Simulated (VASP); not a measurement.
Set up this calculation in VASP 6.6.1, as the native input.

```
Task                   : single point
Functional             : PBE
Potentials or basis    : VASP PAW PBE potentials, release 64 (Mn_pv, S)
Cutoff                 : 520 eV
k mesh                 : 8 × 8 × 8
Occupations            : gaussian, width 0.05 eV
Spin                   : collinear spin, antiferromagnetic start
Starting moments       : [4.6, -4.6, 0.0, 0.0] μB
Hubbard terms          : Mn d U = 3.9 eV
Dipole correction      : no
Further INCAR settings : ALGO = Normal; EDIFF = 1e-07; NBANDS = 31
```

The structure of MnS lies in POSCAR:

```
MnS
1.0
    1.7387552714      1.0038708242      5.6110368474
   -1.7387552714      1.0038708242      5.6110368474
    0.0000000000     -2.0077416478      5.6110368475
Mn S
2 2
Direct
    0.0000000000      0.0000000000      0.0000000000
    0.5000000000      0.5000000000      0.5000000000
    0.7500000000      0.7500000000      0.7500000000
    0.2500000000      0.2500000000      0.2500000000
```

One way to write it, as run:

INCAR

```
SYSTEM = MnS
ALGO = Normal
EDIFF = 1E-7
ENCUT = 520
GGA = PE
ISIF = 2
ISMEAR = 0
ISPIN = 2
LASPH = .True.
LCHARG = .False.
LDAU = .True.
LDAUJ = 0 0
LDAUL = 2 -1
LDAUPRINT = 1
LDAUTYPE = 2
LDAUU = 3.9 0
LMAXMIX = 4
LORBIT = 11
LREAL = .False.
LWAVE = .False.
MAGMOM = 4.6 -4.6 0 0
NBANDS = 31
NELM = 150
PREC = Accurate
SIGMA = 0.05
```

KPOINTS

```
k-points
0
Gamma
  8 8 8
  0 0 0
```

Potentials or basis: VASP PAW PBE potentials, release 64 (Mn_pv, S).

The run is started by

```console
$ cat potpaw_PBE.64/Mn_pv/POTCAR potpaw_PBE.64/S/POTCAR > POTCAR
$ mpirun -np 1 vasp_std > vasp.out
```

It gave:

| Item | Value |
| --- | --- |
| Pressure | 25.1 GPa |
| Band gap on the k mesh | 1.66 eV |
| Net moment | 0.00 μB per cell |
| Site moments | Mn +4.36, -4.36; S +0.00 μB |
| Valence electrons inside the program's atomic spheres | Mn 11.49; S 3.86 |

Caveat: the cell stands under pressure.

Run time: 17 min on 1 thread of Intel Xeon 8259CL, on a shared host, peak memory 0.51 GiB.
